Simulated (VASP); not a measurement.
# WC (P-6m2) in VASP: single point with PBE

Aim: the single point of WC with PBE.

Program: VASP 6.6.1. These are calculated values, not measurements. Logs are shortened: lines on timing, memory, paths and dates and some standing lists are left out, and cuts for length are marked.

**1. The cell of the first run**

Symmetry: P-6m2, No. 187, hexagonal system. Conventional cell: a = 2.923 Å, b = 2.923 Å, c = 2.846 Å, α = 90.00°, β = 90.00°, γ = 120.00°. Within 3.0 Å of W (site symmetry -6m2) lie 6 C at 2.21 Å and 8 W at 2.85 to 2.92 Å. Within 3.0 Å of C (site symmetry -6m2) lie 6 W at 2.21 Å and 8 C at 2.85 to 2.92 Å.

**2. Single point, PBE**

INCAR

```
PREC     = Accurate       # precision mode
ENCUT    = 1300           # plane-wave cutoff, eV
EDIFF    = 1E-6           # SCF threshold, eV
ISMEAR   = 0              # smearing method
SIGMA    = 0.1            # smearing width, eV
LREAL    = False          # projectors in reciprocal space
LASPH    = True           # aspherical terms in the spheres
NELM     = 120            # most SCF steps
ALGO     = Normal         # electronic algorithm
ISIF     = 2              # what is computed and relaxed
LWAVE    = False          # write WAVECAR
LCHARG   = True           # write CHGCAR
GGA      = PE             # functional
LELF     = True           # ELF
LVHAR    = True         
NBANDS   = 16             # bands
GGA_COMPAT= False
```

KPOINTS

```
Automatic mesh
0
Gamma
  9 9 8
```

POSCAR

```
WC
1.0
    2.9225169305      0.0000000000      0.0000000000
   -1.4612584652      2.5309739048      0.0000000000
    0.0000000000      0.0000000000      2.8461543321
W C
1 1
Direct
    0.0000000000      0.0000000000      0.0000000000
    0.6666666667      0.3333333333      0.5000000000
```

Potentials or basis: VASP PAW PBE potentials, release 64 (W_sv, C_h).

Launch:

```console
$ cat potpaw_PBE.64/W_sv/POTCAR potpaw_PBE.64/C_h/POTCAR > POTCAR
$ mpirun -np 1 vasp_std > vasp.out
```

OUTCAR:

```text
PREC = Accurate
   ENCUT = 1300
   EDIFF = 1E-6
   ISMEAR = 0
   LREAL = False
   LASPH = True
   NELM = 120
   ISIF = 2
   GGA = PE

 ion  position               nearest neighbor table
   1  0.000  0.000  0.000-   2 2.21   2 2.21   2 2.21   2 2.21   2 2.21   2 2.21
   2  0.667  0.333  0.500-   1 2.21   1 2.21   1 2.21   1 2.21   1 2.21   1 2.21

  LATTYP: Found a hexagonal cell.
 ALAT       =     2.9225169305
 C/A-ratio  =     0.9738709475

  Lattice vectors:

 A1 = (   2.9225169305,   0.0000000000,   0.0000000000)
 A2 = (  -1.4612584652,   2.5309739048,   0.0000000000)
 A3 = (   0.0000000000,   0.0000000000,   2.8461543321)

Analysis of symmetry for initial positions (statically):
=====================================================================
 Subroutine PRICEL returns:
 Original cell was already a primitive cell.

 Routine SETGRP: Setting up the symmetry group for a
 hexagonal supercell.

 Subroutine GETGRP returns: Found 12 space group operations
 (whereof 12 operations were pure point group operations)
 out of a pool of 24 trial point group operations.

The static configuration has the point symmetry D_3h.

Analysis of symmetry for dynamics (positions and initial velocities):
=====================================================================
 Subroutine PRICEL returns:
 Original cell was already a primitive cell.

 Routine SETGRP: Setting up the symmetry group for a
 hexagonal supercell.

 Subroutine GETGRP returns: Found 12 space group operations
 (whereof 12 operations were pure point group operations)
 out of a pool of 24 trial point group operations.

The dynamic configuration has the point symmetry D_3h.

 Subroutine INISYM returns: Found 12 space group operations
 (whereof 12 operations are pure point group operations),
 and found     1 'primitive' translations

----------------------------------------------------------------------------------------

                                     Primitive cell

  volume of cell :      21.0525

  direct lattice vectors                    reciprocal lattice vectors
     2.922516931  0.000000000  0.000000000     0.342170815  0.197552412  0.000000000
    -1.461258465  2.530973905  0.000000000     0.000000000  0.395104824  0.000000000
     0.000000000  0.000000000  2.846154332     0.000000000  0.000000000  0.351351291

  length of vectors
     2.922516931  2.922516930  2.846154332     0.395104824  0.395104824  0.351351291

  position of ions in fractional coordinates (direct lattice)
     0.000000000  0.000000000  0.000000000
     0.666666667  0.333333333  0.500000000

  ion indices of the primitive-cell ions
   primitive index   ion index
                 1           1
                 2           2

----------------------------------------------------------------------------------------

 KPOINTS: Automatic mesh

Automatic generation of k-mesh.
 Grid dimensions read from file:
 generate k-points for:    9    9    8

 Generating k-lattice:

  Cartesian coordinates                     Fractional coordinates (reciprocal lattice)
     0.038018979  0.021950268  0.000000000     0.111111111 -0.000000000  0.000000000
     0.000000000  0.043900536  0.000000000     0.000000000  0.111111111  0.000000000
     0.000000000  0.000000000  0.043918911     0.000000000  0.000000000  0.125000000

  Length of vectors
     0.043900536  0.043900536  0.043918911

  Shift w.r.t. Gamma in fractional coordinates (k-lattice)
     0.000000000  0.000000000  0.000000000

 Subroutine IBZKPT returns following result:
 ===========================================

 Found     60 irreducible k-points:

 Following reciprocal coordinates:
            Coordinates               Weight
  0.000000  0.000000  0.000000      1.000000
  0.111111  0.000000  0.000000      6.000000
  0.222222 -0.000000  0.000000      6.000000
  0.333333  0.000000  0.000000      6.000000
  0.444444 -0.000000  0.000000      6.000000
  0.111111  0.111111  0.000000      6.000000
[... 16 lines left out ...]
  0.333333  0.222222  0.125000     24.000000
  0.333333  0.333333  0.125000      4.000000
 [... further k-points ...]
   k-points           NKPTS =     60   k-points in BZ     NKDIM =     60   number of bands    NBANDS=     16
   number of dos      NEDOS =    301   number of ions     NIONS =      2
   total plane-waves  NPLWV =  46656
   dimension x,y,z NGX =    36 NGY =   36 NGZ =   36
   dimension x,y,z NGXF=    72 NGYF=   72 NGZF=   72
   ions per type =               1   1
   NGX,Y,Z   is equivalent  to a cutoff of  20.48, 20.48, 21.03 a.u.
   NGXF,Y,Z  is equivalent  to a cutoff of  40.96, 40.96, 42.06 a.u.
 SYSTEM =  unknown system
   PREC   = accura    normal or accurate (medium, high low for compatibility)
   ISTART =      0    job   : 0-new  1-cont  2-samecut
   ICHARG =      2    charge: 1-file 2-atom 10-const
   ISPIN  =      1    spin polarized calculation?
   LNONCOLLINEAR =      F non collinear calculations
   LSORBIT =      F    spin-orbit coupling
   LASPH  =      T    aspherical Exc in radial PAW
   ENCUT  = 1300.0 eV  95.55 Ry    9.77 a.u.   8.59  8.59  8.37*2*pi/ulx,y,z
   NELM   =    120;   NELMIN=  2; NELMDL= -5     # of ELM steps
   EDIFF  = 0.1E-05   stopping-criterion for ELM
   LREAL  =      F    real-space projection
   EDIFFG = 0.1E-04   stopping-criterion for IOM
   NSW    =      0    number of steps for IOM
   IBRION =     -1    ionic relax: 0-MD 1-quasi-New 2-CG
   NFREE  =      0    steps in history (QN), initial steepest desc. (CG)
   ISIF   =      2    stress and relaxation
   ISYM   =      2    0-nonsym 1-usesym 2-fastsym
   POTIM  = 0.5000    time-step for ionic-motion
   TEBEG  =    0.0;   TEEND  =   0.0 temperature during run
   PSTRESS=    0.0 pullay stress
   NELECT =      18.0000    total number of electrons
   NUPDOWN=      -1.0000    fix difference up-down
   EMIN   =  10.00;   EMAX   =-10.00  energy-range for DOS
   EFERMI =   0.00;   METHOD = LEGACY
   ISMEAR =     0;   SIGMA  =   0.10  broadening in eV -4-tet -1-fermi 0-gaus
   EFERMI_NEDOS =   21; number of points for ismear=-14 and -15
   IALGO  =     38    algorithm
   IMIX   =      4    mixing-type and parameters
     AMIX     =   0.40;   BMIX     =  1.00
     AMIX_MAG =   1.60;   BMIX_MAG =  1.00
  volume/ion in A,a.u.               =      10.53        71.03
  Fermi-wavevector in a.u.,A,eV,Ry     =   1.553810  2.936275 32.848899  2.414326
  Thomas-Fermi vector in A             =   2.657987
   LORBIT       =      0    0 simple, 1 ext, 2 COOP (PROOUT), +10 PAW based schemes
   GGA     = PE    functional components
   LHFCALC =     F    Hartree Fock is set to
   AEXX    =    0.0000 exact exchange contribution
   IVDW    =     0    specifies the selected vdW correction
   LEPSILON=     F    determine dielectric tensor
   LRPA    =     F    only Hartree local field effects (RPA)
 non-spin polarized calculation
 Gauss-broadening in eV      SIGMA  =   0.10
  energy-cutoff  :     1300.00
  volume of cell :       21.05
 maximum number of plane-waves:      2284
 NGX is ok and might be reduce to    36
   NGX = 17   NGY = 17   NGZ = 17

 number of electron      18.0000000 magnetization

 Free energy of the ion-electron system (eV)
  ---------------------------------------------------
  ext. energy  EPLUGINS =         0.00000000
  ---------------------------------------------------
  free energy    TOTEN  =       -22.45658816 eV

  energy without entropy =      -22.45413678  energy(sigma->0) =      -22.45536247

 E-fermi :  11.1859     XC(G=0): -13.7541

 val. band max:       11.1237766343   @ k =   0.1111   0.0000   0.3750
 cond. band min:      11.1881695204   @ k =   0.4444  -0.0000   0.5000
 fundamental gap:      0.0643928861
 Fermi energy:        11.1859048940

 k-point     1 :       0.0000    0.0000    0.0000
  band No.  band energies     occupation
      1     -62.8249      2.00000
      2     -26.8103      2.00000
      3     -26.7078      2.00000
      4     -26.7078      2.00000
      5      -3.1462      2.00000
      6       6.9735      2.00000
[... 8 lines left out ...]
     15      25.4169      0.00000
     16      27.7858      0.00000

 k-point     2 :       0.1111    0.0000    0.0000
  band No.  band energies     occupation
      1     -62.8187      2.00000
      2     -26.8020      2.00000
      3     -26.7982      2.00000
      4     -26.7292      2.00000
      5      -2.8329      2.00000
      6       6.9643      2.00000
[... 8 lines left out ...]
     15      24.9330      0.00000
     16      28.4421      0.00000

 k-point     3 :       0.2222   -0.0000    0.0000
  band No.  band energies     occupation
      1     -62.8027      2.00000
      2     -27.0349      2.00000
      3     -26.7831      2.00000
      4     -26.7675      2.00000
      5      -1.9879      2.00000
      6       6.0322      2.00000
[... 8 lines left out ...]
     15      24.9172      0.00000
     16      29.4165      0.00000

 k-point     4 :       0.3333    0.0000    0.0000
  band No.  band energies     occupation
      1     -62.7845      2.00000
      2     -27.2905      2.00000
      3     -26.8436      2.00000
      4     -26.7323      2.00000
      5      -0.8814      2.00000
      6       4.9881      2.00000
[... 8 lines left out ...]
     15      25.9606      0.00000
     16      27.7206      0.00000
[... 324 lines left out ...]
 k-point    22 :       0.2222    0.2222    0.1250
  band No.  band energies     occupation
      1     -62.7710      2.00000
      2     -27.2889      2.00000
      3     -26.9621      2.00000
      4     -26.8177      2.00000
      5      -0.1411      2.00000
      6       5.1236      2.00000
[... 8 lines left out ...]
     15      25.3958      0.00000
     16      27.5758      0.00000

 k-point    23 :       0.3333    0.2222    0.1250
  band No.  band energies     occupation
      1     -62.7619      2.00000
      2     -27.3456      2.00000
      3     -27.0616      2.00000
      4     -26.7986      2.00000
      5       0.5416      2.00000
      6       4.8686      2.00000
[... 8 lines left out ...]
     15      25.0998      0.00000
     16      27.9327      0.00000

 k-point    24 :       0.3333    0.3333    0.1250
  band No.  band energies     occupation
      1     -62.7588      2.00000
      2     -27.2569      2.00000
      3     -27.2069      2.00000
      4     -26.7919      2.00000
      5       0.8057      2.00000
      6       5.2738      2.00000
[... 8 lines left out ...]
     15      26.0208      0.00000
     16      26.8065      0.00000

 [... further k-points ...]

------------------------ aborting loop because EDIFF is reached ----------------------------------------

  FORCE on cell =-STRESS in cart. coord.  units (eV):
  Direction    XX          YY          ZZ          XY          YZ          ZX
  --------------------------------------------------------------------------------------
  -------------------------------------------------------------------------------------
  Total        0.1263098      0.1263098      0.1590074      0.0000000      0.0000000     -0.0000000
  in kB        9.6126824      9.6126824     12.1010947      0.0000000      0.0000000     -0.0000000
  external PRESSURE =      10.4421531 kB  Pullay stress =       0.0000000 kB

 VOLUME and BASIS-vectors are now :
 -----------------------------------------------------------------------------
  energy-cutoff  :     1300.00
  volume of cell :       21.05
      direct lattice vectors                 reciprocal lattice vectors
     2.922516931  0.000000000  0.000000000     0.342170815  0.197552412  0.000000000
    -1.461258465  2.530973905  0.000000000     0.000000000  0.395104824  0.000000000
     0.000000000  0.000000000  2.846154332     0.000000000  0.000000000  0.351351291

 POSITION                                       TOTAL-FORCE (eV/Angst)
 -----------------------------------------------------------------------------------
      0.00000      0.00000      0.00000         0.000000     -0.000000      0.000000
      1.46126      0.84366      1.42308        -0.000000      0.000000      0.000000
 -----------------------------------------------------------------------------------
    total drift:                               -0.000000      0.000000      0.000000

  FREE ENERGIE OF THE ION-ELECTRON SYSTEM (eV)
  ---------------------------------------------------
  free  energy   TOTEN  =       -22.4565881595 eV

  energy  without entropy=      -22.4541367782  energy(sigma->0) =      -22.45536247
```

It took 2.3 min on 1 thread of AMD EPYC, shared host; peak memory 0.23 GiB.

What came out:

- Free energy: -22.4566 eV
- Pressure: 1.0 GPa
- Band gap on the k mesh: zero (bands 9 and 10 overlap by 1.19 eV)

Stress tensor (GPa, compression positive):
```
0.96 0.00 0.00
0.00 0.96 0.00
0.00 0.00 1.21
```

Caveat: spin-orbit coupling is left out, which moves the levels of the heavy elements.

The gap in the log of VASP goes by the Fermi energy; the results here count the filled bands.